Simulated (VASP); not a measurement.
Mg: relaxation of cell and atoms with PBE

The system is Mg.

```
Mg
1.0
    -1.79467    1.79467    1.79467
     1.79467   -1.79467    1.79467
     1.79467    1.79467   -1.79467
Mg
1
Cartesian
  0.0000 0.0000 0.0000
```

```yaml
Program: VASP 6.6.1
Task: relaxation of cell and atoms
Functional: PBE
Potentials_or_basis: VASP PAW PBE potentials, release 64 (Mg)
Cutoff: 600 eV
k_mesh: 15 × 15 × 15
Occupations: fermi-dirac, width 0.08 eV
Spin: no spin polarisation
Target_pressure: -0.31 GPa
Dipole_correction: no
Further_INCAR_settings: ALGO = Normal; EDIFF = 1e-06; IBRION = 2; EDIFFG = -0.005; NSW = 32; ISIF = 3
```

```json
{
 "Relaxed volume": "23.03 Å³/atom",
 "Relaxed cell": "a = 3.105 Å, b = 3.105 Å, c = 3.105 Å, α = 109.47°, β = 109.47°, γ = 109.47°",
 "Space group after relaxing (to 0.05 Å)": "Im-3m (No. 229)",
 "Energy change on relaxing (the enthalpy is what falls)": "-0.2 meV/atom",
 "Ionic steps": "3",
 "Pressure after relaxing": "-0.3 GPa",
 "Band gap on the k mesh": "zero (band 1 reaches 5.33 eV, above the bottom of band 2 at 1.79 eV)"
}
```

The path:
```tsv
step	energy change (eV)	largest force (eV/Å)	pressure (GPa)	volume (Å³)
1	0.0000	0.0000	-0.43	23.12
2	-0.0001	0.0000	-0.35	23.06
3	-0.0002	0.0000	-0.31	23.03
```

Final structure:
```yaml
crystal:
  lattice:
    - [-1.79242, 1.79242, 1.79242]
    - [1.79242, -1.79242, 1.79242]
    - [1.79242, 1.79242, -1.79242]
  atoms:
    - { symbol: Mg, position: [0.00000, 0.00000, 0.00000] }
```

Levels at points of the mesh, in eV from the Fermi level:
```
           k point  band 1  band 2  band 3  band 4  band 5
(0.00, 0.00, 0.00)   -6.92   13.00   13.00   13.00   15.02
```

Wall time 41 s on 1 thread of AMD EPYC 7R13, on a shared host, peak memory 0.14 GiB.

Caveat: the cell is relaxed towards a set pressure, so the enthalpy falls and the energy may rise.
